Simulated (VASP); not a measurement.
Here is a VASP 6.6.1 calculation.

INCAR

```
PREC = Accurate
ENCUT = 520
EDIFF = 1E-6
ISMEAR = 0
SIGMA = 0.1
LREAL = False
LASPH = True
NELM = 100
ALGO = Normal
ISIF = 2
LWAVE = False
LCHARG = True
GGA = PE
LELF = True
LVHAR = True
NBANDS = 21
```

KPOINTS

```
Automatic mesh
0
Gamma
  10 10 10
```

File POSCAR:

```
LaTiH3
1.0
    3.8988524212      0.0000000000      0.0000000000
    0.0000000000      3.8988524212      0.0000000000
    0.0000000000      0.0000000000      3.8988524212
La Ti H
1 1 3
Direct
    0.0000000000      0.0000000000      0.0000000000
    0.5000000000      0.5000000000      0.5000000000
    0.0000000000      0.5000000000      0.5000000000
    0.5000000000      0.0000000000      0.5000000000
    0.5000000000      0.5000000000      0.0000000000
```

Potentials or basis: VASP PAW PBE potentials, release 64 (La, Ti_sv, H).

Command:

```console
$ cat potpaw_PBE.64/La/POTCAR potpaw_PBE.64/Ti_sv/POTCAR potpaw_PBE.64/H/POTCAR > POTCAR
$ mpirun -np 1 vasp_std > vasp.out
```

Estimate the band gap on the k mesh.

zero (band 13 reaches 8.77 eV, above the bottom of band 14 at 7.46 eV).

What does it give for the pressure?

-0.1 GPa.

Caveat: spin-orbit coupling is left out, which moves the levels of the heavy elements.
